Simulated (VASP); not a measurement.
# C (P6_3/mmc) in VASP: further runs

C is run at these levels: r2SCAN; tasks: single point.

Everything below comes from runs of VASP 6.6.1. Logs are shortened: lines on timing, memory, paths and dates and some standing lists are left out, and cuts for length are marked.

**1. The cell of the first run**

It takes space group P6_3/mmc (No. 194, hexagonal). Conventional cell: a = 2.456 Å, b = 2.456 Å, c = 7.011 Å, α = 90.00°, β = 90.00°, γ = 120.00°. C (site symmetry -6m2) has 3 C at 1.42 Å within 1.9 Å. C (site symmetry -6m2) has 3 C at 1.42 Å within 1.9 Å.

**2. Single point, r2SCAN**

POSCAR reads:

```
C
1.0
    2.4559134450      0.0000000000      0.0000000000
   -1.2279567225      2.1268834329      0.0000000000
    0.0000000000      0.0000000000      7.0106290262
C
4
Direct
    1.0000000000      1.0000000000      0.2500000000
    0.0000000000      0.0000000000      0.7500000000
    0.3333333333      0.6666666667      0.2500000000
    0.6666666667      0.3333333333      0.7500000000
```

INCAR.step1 reads:

```
SYSTEM = C
  ALGO = Normal
  EDIFF = 1E-4
  ENCUT = 520
  GGA = PE
  ISMEAR = -1
  LASPH = .TRUE.
  LCHARG = .FALSE.
  LREAL = .FALSE.
  LWAVE = .TRUE.
  NBANDS = 16
  NELM = 60
  PREC = Accurate
  SIGMA = 0.05
```

INCAR.step2 reads:

```
SYSTEM = C
  ALGO = Normal
  EDIFF = 1E-6
  ENCUT = 520
  ISIF = 2
  ISMEAR = -1
  ISTART = 1
  LASPH = .TRUE.
  LCHARG = .FALSE.
  LMIXTAU = .TRUE.
  LREAL = .FALSE.
  LWAVE = .FALSE.
  METAGGA = R2SCAN
  NBANDS = 16
  NELM = 60
  PREC = Accurate
  SIGMA = 0.05
```

KPOINTS reads:

```
k-points
0
G
  15 15 5
  0 0 0
```

Potentials or basis: VASP PAW PBE potentials, release 64 (C).

Launch:

```bash
$ cat potpaw_PBE.64/C/POTCAR > POTCAR
$ cp INCAR.step1 INCAR
$ mpirun -np 1 vasp_std > vasp.out
$ cp INCAR.step2 INCAR
$ mpirun -np 1 vasp_std > vasp.out
```

OUTCAR:

```text
SYSTEM = C
   EDIFF = 1E-6
   ENCUT = 520
   ISIF = 2
   ISMEAR = -1
   ISTART = 1
   LASPH = .TRUE.
   LREAL = .FALSE.
   METAGGA = R2SCAN
   NELM = 60
   PREC = Accurate

 ion  position               nearest neighbor table
   1  0.000  0.000  0.250-   3 1.42   3 1.42   3 1.42
   2  0.000  0.000  0.750-   4 1.42   4 1.42   4 1.42
   3  0.333  0.667  0.250-   1 1.42   1 1.42   1 1.42
   4  0.667  0.333  0.750-   2 1.42   2 1.42   2 1.42

  LATTYP: Found a hexagonal cell.
 ALAT       =     2.4559134450
 C/A-ratio  =     2.8545912481

  Lattice vectors:

 A1 = (   2.4559134450,   0.0000000000,   0.0000000000)
 A2 = (  -1.2279567225,   2.1268834329,   0.0000000000)
 A3 = (   0.0000000000,   0.0000000000,   7.0106290262)

Analysis of symmetry for initial positions (statically):
=====================================================================
 Subroutine PRICEL returns:
 Original cell was already a primitive cell.

 Routine SETGRP: Setting up the symmetry group for a
 hexagonal supercell.

 Subroutine GETGRP returns: Found 24 space group operations
 (whereof 12 operations were pure point group operations)
 out of a pool of 24 trial point group operations.

The static configuration has the point symmetry D_3d.
 The point group associated with its full space group is D_6h.

Analysis of symmetry for dynamics (positions and initial velocities):
=====================================================================
 Subroutine PRICEL returns:
 Original cell was already a primitive cell.

 Routine SETGRP: Setting up the symmetry group for a
 hexagonal supercell.

 Subroutine GETGRP returns: Found 24 space group operations
 (whereof 12 operations were pure point group operations)
 out of a pool of 24 trial point group operations.

The dynamic configuration has the point symmetry D_3d.
 The point group associated with its full space group is D_6h.

 Subroutine INISYM returns: Found 24 space group operations
 (whereof 12 operations are pure point group operations),
 and found     1 'primitive' translations

----------------------------------------------------------------------------------------

                                     Primitive cell

  volume of cell :      36.6196

  direct lattice vectors                    reciprocal lattice vectors
     2.455913445  0.000000000  0.000000000     0.407180474  0.235085756  0.000000000
[... 90 lines left out ...]
   EDIFF  = 0.1E-05   stopping-criterion for ELM
   LREAL  =      F    real-space projection
   EDIFFG = 0.1E-04   stopping-criterion for IOM
   NSW    =      0    number of steps for IOM
   IBRION =     -1    ionic relax: 0-MD 1-quasi-New 2-CG
   NFREE  =      0    steps in history (QN), initial steepest desc. (CG)
   ISIF   =      2    stress and relaxation
   ISYM   =      2    0-nonsym 1-usesym 2-fastsym
   POTIM  = 0.5000    time-step for ionic-motion
   TEBEG  =    0.0;   TEEND  =   0.0 temperature during run
   PSTRESS=    0.0 pullay stress
   NELECT =      16.0000    total number of electrons
   NUPDOWN=      -1.0000    fix difference up-down
   EMIN   =  10.00;   EMAX   =-10.00  energy-range for DOS
   EFERMI =   0.00;   METHOD = LEGACY
   ISMEAR =    -1;   SIGMA  =   0.05  broadening in eV -4-tet -1-fermi 0-gaus
   EFERMI_NEDOS =   21; number of points for ismear=-14 and -15
   IALGO  =     38    algorithm
   IMIX   =      4    mixing-type and parameters
     AMIX     =   0.40;   BMIX     =  1.00
     AMIX_MAG =   1.60;   BMIX_MAG =  1.00
  volume/ion in A,a.u.               =       9.15        61.78
  Fermi-wavevector in a.u.,A,eV,Ry     =   1.242254  2.347519 20.996428  1.543194
  Thomas-Fermi vector in A             =   2.376616
   LORBIT       =      0    0 simple, 1 ext, 2 COOP (PROOUT), +10 PAW based schemes
   METAGGA = R2SCAN    functional components
   LHFCALC =     F    Hartree Fock is set to
   AEXX    =    0.0000 exact exchange contribution
   IVDW    =     0    specifies the selected vdW correction
   LEPSILON=     F    determine dielectric tensor
   LRPA    =     F    only Hartree local field effects (RPA)
 non-spin polarized calculation
  energy-cutoff  :      520.00
  volume of cell :       36.62
 maximum number of plane-waves:      1008
   NGX =  9   NGY =  9   NGZ = 27

 number of electron      15.9999995 magnetization

 Free energy of the ion-electron system (eV)
  ---------------------------------------------------
  ext. energy  EPLUGINS =         0.00000000
  ---------------------------------------------------
  free energy    TOTEN  =       -39.74988680 eV

  energy without entropy =      -39.74855297  energy(sigma->0) =      -39.74921989

 E-fermi :   4.3063     XC(G=0): -10.8307

 val. band max:        4.3025845028   @ k =   0.3333   0.3333   0.2000
 cond. band min:       4.3141818959   @ k =   0.3333   0.3333   0.4000
 fundamental gap:      0.0115973931
 Fermi energy:         4.3062552255

 k-point     1 :       0.0000    0.0000    0.0000
  band No.  band energies     occupation
      1     -16.6320      2.00000
      2     -16.4228      2.00000
      3      -4.5636      2.00000
      4      -2.9580      2.00000
      5       1.0983      2.00000
      6       1.0983      2.00000
[... 433 lines left out ...]
      3      -9.2222      2.00000
      4      -9.1762      2.00000
      5      -5.1193      2.00000
      6      -5.0498      2.00000
[... 8 lines left out ...]
     15      16.7330      0.00000
     16      16.8696      0.00000

 [... further k-points ...]

------------------------ aborting loop because EDIFF is reached ----------------------------------------

  FORCE on cell =-STRESS in cart. coord.  units (eV):
  Direction    XX          YY          ZZ          XY          YZ          ZX
  --------------------------------------------------------------------------------------
  -------------------------------------------------------------------------------------
  Total        0.2319141      0.2319141     -0.0026509      0.0000000     -0.0000000      0.0000000
  in kB       10.1466826     10.1466826     -0.1159837      0.0000000     -0.0000000      0.0000000
  external PRESSURE =       6.7257938 kB  Pullay stress =       0.0000000 kB

 VOLUME and BASIS-vectors are now :
 -----------------------------------------------------------------------------
  energy-cutoff  :      520.00
  volume of cell :       36.62
      direct lattice vectors                 reciprocal lattice vectors
     2.455913445  0.000000000  0.000000000     0.407180474  0.235085756  0.000000000
    -1.227956723  2.126883433  0.000000000     0.000000000  0.470171512  0.000000000
     0.000000000  0.000000000  7.010629026     0.000000000  0.000000000  0.142640553

 POSITION                                       TOTAL-FORCE (eV/Angst)
 -----------------------------------------------------------------------------------
      0.00000      0.00000      1.75266        -0.000000     -0.000000     -0.000000
      0.00000      0.00000      5.25797         0.000000      0.000000     -0.000000
     -0.00000      1.41792      1.75266        -0.000000      0.000000      0.000000
      1.22796      0.70896      5.25797         0.000000     -0.000000      0.000000
 -----------------------------------------------------------------------------------
    total drift:                                0.000000     -0.000000      0.000000

  FREE ENERGIE OF THE ION-ELECTRON SYSTEM (eV)
  ---------------------------------------------------
  free  energy   TOTEN  =       -39.7498868031 eV

  energy  without entropy=      -39.7485529693  energy(sigma->0) =      -39.74921989
```

OSZICAR.step1:

```text
N       E                     dE             d eps       ncg     rms          rms(c)
DAV:   1     0.356075629684E+02    0.35608E+02   -0.79505E+03  2608   0.919E+02
DAV:   2    -0.365900222519E+02   -0.72198E+02   -0.65771E+02  3632   0.194E+02
DAV:   3    -0.393223286605E+02   -0.27323E+01   -0.27136E+01  3304   0.350E+01
DAV:   4    -0.393465997038E+02   -0.24271E-01   -0.24256E-01  3352   0.392E+00
DAV:   5    -0.393470018818E+02   -0.40218E-03   -0.40216E-03  3200   0.480E-01    0.906E+00
DAV:   6    -0.374583796852E+02    0.18886E+01   -0.12696E+00  3016   0.710E+00    0.530E+00
DAV:   7    -0.368547499817E+02    0.60363E+00   -0.15745E+00  3192   0.802E+00    0.151E+00
DAV:   8    -0.368650751085E+02   -0.10325E-01   -0.74040E-02  3024   0.161E+00    0.348E-01
DAV:   9    -0.368636741772E+02    0.14009E-02   -0.20594E-03  3296   0.316E-01    0.108E-01
DAV:  10    -0.368638903699E+02   -0.21619E-03   -0.69974E-04  2784   0.168E-01    0.767E-02
DAV:  11    -0.368638832500E+02    0.71198E-05   -0.27521E-05  2128   0.363E-02
   1 F= -.36863883E+02 E0= -.36863208E+02  d E =-.135072E-02
```

Run time: 64 s. Hardware: 1 thread of Intel Xeon 6975P-C (Granite Rapids), shared host; peak memory 0.16 GiB.

Results:

* Free energy: -39.7499 eV
* Pressure: 0.7 GPa
* Band gap on the k mesh: zero (band 8 reaches 4.31 eV, above the bottom of band 9 at 4.30 eV)

Stress tensor (GPa, compression positive):
```
 1.01  0.00  0.00
 0.00  1.01  0.00
 0.00  0.00 -0.01
```

Caveat: the PAW data sets were made with another functional, which shifts forces and pressure a little.

**3. Single point, r2SCAN**

POSCAR is that of step 2.

INCAR.step1 reads:

```
PREC     = Accurate       # precision mode
ENCUT    = 520            # plane-wave cutoff, eV
ISMEAR   = -1             # smearing method
SIGMA    = 0.01           # smearing width, eV
LREAL    = F              # projectors in reciprocal space
LASPH    = T              # aspherical terms in the spheres
NELM     = 60             # most SCF steps
NBANDS   = 16             # bands
GGA      = PE             # functional
ALGO     = Normal         # electronic algorithm
EDIFF    = 1E-4           # SCF threshold, eV
LWAVE    = T              # write WAVECAR
LCHARG   = F              # write CHGCAR
```

INCAR.step2 reads:

```
PREC     = Accurate       # precision mode
ENCUT    = 520            # plane-wave cutoff, eV
EDIFF    = 1E-6           # SCF threshold, eV
ISMEAR   = -1             # smearing method
SIGMA    = 0.01           # smearing width, eV
LREAL    = F              # projectors in reciprocal space
LASPH    = T              # aspherical terms in the spheres
NELM     = 60             # most SCF steps
ALGO     = Normal         # electronic algorithm
ISIF     = 2              # what is computed and relaxed
LWAVE    = F              # write WAVECAR
LCHARG   = T              # write CHGCAR
METAGGA  = R2SCAN         # meta-GGA
LMIXTAU  = T            
LELF     = T              # ELF
LVHAR    = T            
NBANDS   = 16             # bands
ISTART   = 1
```

KPOINTS reads:

```
regular mesh
0
Gamma
  15 15 5
```

Potentials or basis: VASP PAW PBE potentials, release 64 (C).

Launch:

```bash
$ cat potpaw_PBE.64/C/POTCAR > POTCAR
$ cp INCAR.step1 INCAR
$ mpirun -np 1 vasp_std > vasp.out
$ cp INCAR.step2 INCAR
$ mpirun -np 1 vasp_std > vasp.out
```

Run time: 63 s. Hardware: 1 thread of Intel Xeon 6975P-C (Granite Rapids), shared host; peak memory 0.16 GiB.

Results (log left out):

* Free energy: -39.7489 eV
* Pressure: 0.7 GPa
* Band gap on the k mesh: zero (band 8 reaches 4.31 eV, above the bottom of band 9 at 4.30 eV)

Stress tensor (GPa, compression positive):
```
 1.02  0.00  0.00
 0.00  1.02  0.00
 0.00  0.00 -0.02
```

Levels at points of the mesh, in eV from the Fermi level:
```
           k point  band 6  band 7  band 8  band 9  band 10  band 11
(0.00, 0.00, 0.00)   -3.21   -3.20   -3.20    4.06     8.72     8.72
```

Caveat: the PAW data sets were made with another functional, which shifts forces and pressure a little.

(Continued in part 2 of 2.)
